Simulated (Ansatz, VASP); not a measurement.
# CuAu3: VASP beside Ansatz

```
Cu Au
1.0
     4.03237    0.00000    0.00000
     0.00000    4.03237    0.00000
     0.00000    0.00000    4.03237
Cu Au
1 3
Direct
  0.00000 0.00000 0.00000
  0.00000 0.50000 0.50000
  0.50000 0.00000 0.50000
  0.50000 0.50000 0.00000
```

Change from the starting cell: volume scaled by 1.04, PAW files.

Alike in both runs: task electric field gradients; functional LDA; k mesh 9 × 9 × 9; occupations fermi-dirac, width 0.05 eV; no spin polarisation.

|  | VASP | Ansatz |
| --- | --- | --- |
| version | VASP 6.6.1 | Ansatz 0.2.0 |
| potentials or method | VASP PAW LDA potentials, release 64 (Cu, Au) | PAW with Ansatz's default frozen-core files, scalar-relativistic |
| plane-wave cutoff (eV) | 520 | 420 |
| valence electrons in the cell | 44 | 76 |

Ansatz gave:

* pressure (GPa): -11.2
* size of Vzz on the site where it differs most (V/Å²): 43.7

Estimate VASP's values.

pressure (GPa): -10.8; size of Vzz on the site where it differs most (V/Å²): 68.6.

LDA's correlation is that of Perdew and Zunger in VASP and of Perdew and Wang (1992) in Ansatz. VASP's potentials hold 44 valence electrons a cell and Ansatz's 76, so a difference there can come from the potentials and not from the codes.

Neither program's run includes spin-orbit coupling.
